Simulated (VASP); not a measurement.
# P (P2/m) in VASP: a series of runs

P is run at these levels: PBE, RPBE, LDA; tasks: single point.

Program: VASP 6.6.1. These are calculated values, not measurements. Logs are shortened: lines on timing, memory, paths and dates and some standing lists are left out, and cuts for length are marked.

**1. The cell of the first run**

Symmetry: P2/m, No. 10, monoclinic system. Conventional cell: a = 2.425 Å, b = 2.439 Å, c = 4.852 Å, α = 90.00°, β = 90.24°, γ = 90.00°. P (site symmetry m) has 6 P at 2.42 to 2.44 Å within 3.2 Å.

**2. Single point, PBE**

File INCAR:

```
SYSTEM = P
  PREC = Accurate
  ENCUT = 520
  EDIFF = 1E-6
  ISMEAR = 0
  SIGMA = 0.1
  LREAL = .FALSE.
  LASPH = .TRUE.
  NELM = 60
  ALGO = Normal
  ISIF = 2
  LWAVE = .FALSE.
  LCHARG = .FALSE.
  GGA = PE
  NBANDS = 12
```

File KPOINTS:

```
Automatic mesh
0
G
  11 11 6
  0 0 0
```

File POSCAR:

```
P
1.0
    2.4246941115      0.0000000000      0.0000000000
    0.0000000000      2.4385351442      0.0000000000
   -0.0203144631      0.0000000000      4.8524328982
P
2
Direct
    0.0000000300      0.0000000000      0.7494253600
    0.9999999700      0.0000000000      0.2505746400
```

Potentials or basis: VASP PAW PBE potentials, release 64 (P).

Command:

```console
cat potpaw_PBE.64/P/POTCAR > POTCAR
mpirun -np 1 vasp_std > vasp.out
```

OUTCAR:

```text
SYSTEM = P
   PREC = Accurate
   ENCUT = 520
   EDIFF = 1E-6
   ISMEAR = 0
   LREAL = .FALSE.
   LASPH = .TRUE.
   NELM = 60
   ISIF = 2
   GGA = PE

 ion  position               nearest neighbor table
   1  0.000  0.000  0.749-   2 2.42   2 2.43
   2  1.000  0.000  0.251-   1 2.42   1 2.43

  LATTYP: Found a simple monoclinic cell.
 ALAT       =     2.4246941115
 B/A-ratio  =     1.0057083624
 C/A-ratio  =     2.0012732318
 COS(beta)  =    -0.0041864124

  Lattice vectors:

 A1 = (   2.4246941115,   0.0000000000,   0.0000000000)
 A2 = (   0.0000000000,   2.4385351442,   0.0000000000)
 A3 = (  -0.0203144631,   0.0000000000,   4.8524328982)

Analysis of symmetry for initial positions (statically):
=====================================================================
 Subroutine PRICEL returns:
 Original cell was already a primitive cell.

 Routine SETGRP: Setting up the symmetry group for a
 simple monoclinic supercell.

 Subroutine GETGRP returns: Found  4 space group operations
 (whereof  4 operations were pure point group operations)
 out of a pool of  4 trial point group operations.

The static configuration has the point symmetry C_2h.

Analysis of symmetry for dynamics (positions and initial velocities):
=====================================================================
 Subroutine PRICEL returns:
 Original cell was already a primitive cell.

 Routine SETGRP: Setting up the symmetry group for a
 simple monoclinic supercell.

 Subroutine GETGRP returns: Found  4 space group operations
 (whereof  4 operations were pure point group operations)
 out of a pool of  4 trial point group operations.

The dynamic configuration has the point symmetry C_2h.

 Subroutine INISYM returns: Found  4 space group operations
 (whereof  4 operations are pure point group operations),
 and found     1 'primitive' translations

----------------------------------------------------------------------------------------

                                     Primitive cell

  volume of cell :      28.6910

  direct lattice vectors                    reciprocal lattice vectors
     2.424694112  0.000000000  0.000000000     0.412423157  0.000000000  0.001726589
     0.000000000  2.438535144  0.000000000     0.000000000  0.410082259  0.000000000
    -0.020314463  0.000000000  4.852432898     0.000000000  0.000000000  0.206082190

  length of vectors
     2.424694112  2.438535144  4.852475421     0.412426771  0.410082259  0.206082190

  position of ions in fractional coordinates (direct lattice)
[... 85 lines left out ...]
   ISIF   =      2    stress and relaxation
   ISYM   =      2    0-nonsym 1-usesym 2-fastsym
   POTIM  = 0.5000    time-step for ionic-motion
   TEBEG  =    0.0;   TEEND  =   0.0 temperature during run
   PSTRESS=    0.0 pullay stress
   NELECT =      10.0000    total number of electrons
   NUPDOWN=      -1.0000    fix difference up-down
   EMIN   =  10.00;   EMAX   =-10.00  energy-range for DOS
   EFERMI =   0.00;   METHOD = LEGACY
   ISMEAR =     0;   SIGMA  =   0.10  broadening in eV -4-tet -1-fermi 0-gaus
   EFERMI_NEDOS =   21; number of points for ismear=-14 and -15
   IALGO  =     38    algorithm
   IMIX   =      4    mixing-type and parameters
     AMIX     =   0.40;   BMIX     =  1.00
     AMIX_MAG =   1.60;   BMIX_MAG =  1.00
  volume/ion in A,a.u.               =      14.35        96.81
  Fermi-wavevector in a.u.,A,eV,Ry     =   1.152107  2.177167 18.059715  1.327352
  Thomas-Fermi vector in A             =   2.288761
   LORBIT       =      0    0 simple, 1 ext, 2 COOP (PROOUT), +10 PAW based schemes
   GGA     = PE    functional components
   LHFCALC =     F    Hartree Fock is set to
   AEXX    =    0.0000 exact exchange contribution
   IVDW    =     0    specifies the selected vdW correction
   LEPSILON=     F    determine dielectric tensor
   LRPA    =     F    only Hartree local field effects (RPA)
 non-spin polarized calculation
 Gauss-broadening in eV      SIGMA  =   0.10
  energy-cutoff  :      520.00
  volume of cell :       28.69
 maximum number of plane-waves:       795
 NGX is ok and might be reduce to    18
   NGX =  9   NGY =  9   NGZ = 19

 number of electron      10.0000000 magnetization

 number of electron       9.9999996 magnetization

 Free energy of the ion-electron system (eV)
  ---------------------------------------------------
  ext. energy  EPLUGINS =         0.00000000
  ---------------------------------------------------
  free energy    TOTEN  =       -10.51814359 eV

  energy without entropy =      -10.51421836  energy(sigma->0) =      -10.51618097

 E-fermi :   9.7820     XC(G=0): -11.3453

 val. band max:        9.7768037835   @ k =   0.3636   0.1818   0.5000
 cond. band min:       9.8016656650   @ k =   0.1818   0.3636   0.5000
 fundamental gap:      0.0248618815
 Fermi energy:         9.7819756968

 k-point     1 :       0.0000    0.0000    0.0000
  band No.  band energies     occupation
      1      -6.7980      2.00000
      2      -2.3648      2.00000
      3       1.0499      2.00000
      4      14.8057      0.00000
      5      15.0081      0.00000
      6      15.0539      0.00000
      7      16.6072      0.00000
      8      16.6697      0.00000
      9      17.7153      0.00000
     10      17.9509      0.00000
     11      19.2475      0.00000
     12      24.2998      0.00000
[... 331 lines left out ...]
 k-point    24 :       0.4545    0.2727    0.0000
  band No.  band energies     occupation
      1      -0.9452      2.00000
      2       2.8865      2.00000
      3       3.7527      2.00000
      4       5.7632      2.00000
      5       6.3803      2.00000
      6       9.4730      1.99999
      7      12.5661      0.00000
      8      13.6890      0.00000
      9      15.3240      0.00000
     10      18.4250      0.00000
     11      18.8114      0.00000
     12      18.9995      0.00000

 [... further k-points ...]
[... 5 lines left out ...]
  --------------------------------------------------------------------------------------
  -------------------------------------------------------------------------------------
  Total        0.4832766      0.2688890      0.2654597      0.0000000      0.0000000      0.0385914
  in kB       26.9873875     15.0154395     14.8239385      0.0000000      0.0000000      2.1550408
  external PRESSURE =      18.9422552 kB  Pullay stress =       0.0000000 kB

 VOLUME and BASIS-vectors are now :
 -----------------------------------------------------------------------------
  energy-cutoff  :      520.00
  volume of cell :       28.69
      direct lattice vectors                 reciprocal lattice vectors
     2.424694112  0.000000000  0.000000000     0.412423157  0.000000000  0.001726589
     0.000000000  2.438535144  0.000000000     0.000000000  0.410082259  0.000000000
    -0.020314463  0.000000000  4.852432898     0.000000000  0.000000000  0.206082190

 POSITION                                       TOTAL-FORCE (eV/Angst)
 -----------------------------------------------------------------------------------
     -0.01522      0.00000      3.63654         0.000189      0.000000      0.003718
      2.41960      0.00000      1.21590        -0.000189      0.000000     -0.003718
 -----------------------------------------------------------------------------------
    total drift:                               -0.000000      0.000000     -0.000000

  FREE ENERGIE OF THE ION-ELECTRON SYSTEM (eV)
  ---------------------------------------------------
  free  energy   TOTEN  =       -10.5181435851 eV

  energy  without entropy=      -10.5142183635  energy(sigma->0) =      -10.51618097
```

stdout:

```text
POSCAR found type information on POSCAR P
 POSCAR found :  1 types and       2 ions
 scaLAPACK will be used
 LDA part: xc-table for (Slater+PW92), standard interpolation
 POSCAR, INCAR and KPOINTS ok, starting setup
 FFT: planning ... GRIDC
 FFT: planning ... GRID_SOFT
 FFT: planning ... GRID
 WAVECAR not read
 entering main loop
```

Run time: 20 s. Hardware: 1 thread of Intel Xeon Platinum 8488C (Sapphire Rapids), shared host; peak memory 0.16 GiB.

Results:

```
Free energy            : -10.5181 eV
Pressure               : 1.9 GPa
Largest force          : 0.004 eV/Å
Band gap on the k mesh : zero (band 5 reaches 15.89 eV, above the bottom of band 6 at 6.23 eV)
```

Forces in eV/Å, atoms in the order of the input:
```
P    0.000  0.000  0.004
P    0.000  0.000 -0.004
```

**3. Single point, RPBE**

File INCAR:

```
PREC = Accurate
ENCUT = 520
EDIFF = 1E-6
ISMEAR = 0
SIGMA = 0.02
LREAL = F
LASPH = T
NELM = 80
ALGO = Normal
ISIF = 2
LWAVE = F
LCHARG = T
GGA = RP
LELF = T
LVHAR = T
NBANDS = 12
```

File KPOINTS:

```
regular mesh
0
Gamma
  11 11 6
```

POSCAR is that of step 2.

Potentials or basis: VASP PAW PBE potentials, release 64 (P).

Command:

```console
cat potpaw_PBE.64/P/POTCAR > POTCAR
mpirun -np 1 vasp_std > vasp.out
```

Wall time 23 s (1 thread of Intel Xeon Platinum 8488C (Sapphire Rapids), shared host); peak memory 0.16 GiB.

It converged, with:

```
Free energy            : -9.7543 eV
Pressure               : 3.1 GPa
Largest force          : 0.027 eV/Å
Band gap on the k mesh : zero (band 5 reaches 15.99 eV, above the bottom of band 6 at 6.30 eV)
```

Forces in eV/Å, atoms in the order of the input:
```
P    0.000  0.000 -0.027
P    0.000  0.000  0.027
```

Stress tensor (GPa, compression positive):
```
3.68 0.00 0.11
0.00 2.60 0.00
0.11 0.00 3.13
```

Levels at points of the mesh, in eV from the Fermi level:
```tsv
k point	band 3	band 4	band 5	band 6	band 7	band 8
(0.00, 0.00, 0.00)	-8.74	5.04	5.25	5.29	6.74	6.80
(0.00, 0.00, 0.50)	-3.06	-3.02	6.13	6.16	6.37	6.40
```

Caveat: the PAW data sets were made with another functional, which shifts forces and pressure a little.

**4. Single point, LDA**

File INCAR:

```
ALGO     = Normal         # electronic algorithm
EDIFF    = 1E-6           # SCF threshold, eV
ENCUT    = 520            # plane-wave cutoff, eV
ISIF     = 2              # what is computed and relaxed
ISMEAR   = -1             # smearing method
LASPH    = True           # aspherical terms in the spheres
LCHARG   = False          # write CHGCAR
LREAL    = False          # projectors in reciprocal space
LWAVE    = False          # write WAVECAR
NBANDS   = 12             # bands
NELM     = 60             # most SCF steps
PREC     = Accurate       # precision mode
SIGMA    = 0.05           # smearing width, eV
```

File KPOINTS:

```
k-points
0
Gamma
  6 6 3
```

POSCAR is that of step 3.

Potentials or basis: VASP PAW LDA potentials, release 64 (P).

Command:

```console
cat potpaw_LDA.64/P/POTCAR > POTCAR
mpirun -np 1 vasp_std > vasp.out
```

OUTCAR:

```text
EDIFF = 1E-6
   ENCUT = 520
   ISIF = 2
   ISMEAR = -1
   LASPH = True
   LREAL = False
   NELM = 60
   PREC = Accurate

 ion  position               nearest neighbor table
   1  0.000  0.000  0.749-   2 2.42   2 2.43
   2  1.000  0.000  0.251-   1 2.42   1 2.43

  LATTYP: Found a simple monoclinic cell.
 ALAT       =     2.4246941115
 B/A-ratio  =     1.0057083624
 C/A-ratio  =     2.0012732318
 COS(beta)  =    -0.0041864124

  Lattice vectors:

 A1 = (   2.4246941115,   0.0000000000,   0.0000000000)
 A2 = (   0.0000000000,   2.4385351442,   0.0000000000)
[... 537 lines left out ...]
      7      12.4051      0.00000
      8      13.5292      0.00000
      9      21.4902      0.00000
     10      21.9519      0.00000
     11      24.6159      0.00000
     12      24.7873      0.00000

 [... further k-points ...]
[... 5 lines left out ...]
  --------------------------------------------------------------------------------------
  -------------------------------------------------------------------------------------
  Total       -0.5570439     -0.4658235     -0.5571658      0.0000000      0.0000000      0.0327449
  in kB      -31.1067398    -26.0127590    -31.1135483      0.0000000      0.0000000      1.8285579
  external PRESSURE =     -29.4110157 kB  Pullay stress =       0.0000000 kB

 VOLUME and BASIS-vectors are now :
 -----------------------------------------------------------------------------
  energy-cutoff  :      520.00
  volume of cell :       28.69
      direct lattice vectors                 reciprocal lattice vectors
     2.424694112  0.000000000  0.000000000     0.412423157  0.000000000  0.001726589
     0.000000000  2.438535144  0.000000000     0.000000000  0.410082259  0.000000000
    -0.020314463  0.000000000  4.852432898     0.000000000  0.000000000  0.206082190

 POSITION                                       TOTAL-FORCE (eV/Angst)
 -----------------------------------------------------------------------------------
     -0.01522      0.00000      3.63654         0.000188      0.000000      0.020508
      2.41960      0.00000      1.21590        -0.000188      0.000000     -0.020508
 -----------------------------------------------------------------------------------
    total drift:                               -0.000000     -0.000000     -0.000000

  FREE ENERGIE OF THE ION-ELECTRON SYSTEM (eV)
  ---------------------------------------------------
  free  energy   TOTEN  =       -12.1430919255 eV

  energy  without entropy=      -12.1334462540  energy(sigma->0) =      -12.13826909
```

Run time: 4.2 s. Hardware: 1 thread of AMD EPYC 9R45 (Zen 5), shared host; peak memory 0.09 GiB.

Results:

| Property | Result |
| --- | --- |
| Free energy | -12.1431 eV |
| Pressure | -2.9 GPa |
| Largest force | 0.021 eV/Å |
| Band gap on the k mesh | zero (band 5 reaches 15.20 eV, above the bottom of band 6 at 6.54 eV) |

Forces in eV/Å, atoms in the order of the input:
```
P    0.000  0.000  0.021
P    0.000  0.000 -0.021
```

Caveat: the k points lie up to 0.43 Å⁻¹ apart.

**5. The runs side by side**

| level | potentials or basis | k mesh | smearing | gap on the mesh (eV) | pressure (GPa) | largest force (eV/Å) |
| --- | --- | --- | --- | --- | --- | --- |
| PBE | VASP PAW PBE potentials, release 64 (P) | 11 × 11 × 6 | gaussian 0.1 eV | none | 1.9 | - |
| RPBE | VASP PAW PBE potentials, release 64 (P) | 11 × 11 × 6 | gaussian 0.02 eV | none | 3.1 | 0.03 |
| LDA | VASP PAW LDA potentials, release 64 (P) | 6 × 6 × 3 | fermi-dirac 0.05 eV | none | -2.9 | 0.02 |

Alike in all rows: task single point; no spin polarisation; cell as given; cutoff (eV) 520.

Caveats: some runs use coarse meshes; the PAW data sets were made with another functional, which shifts forces and pressure a little (some runs).

Absolute energies hang on the potentials; compare differences alone.
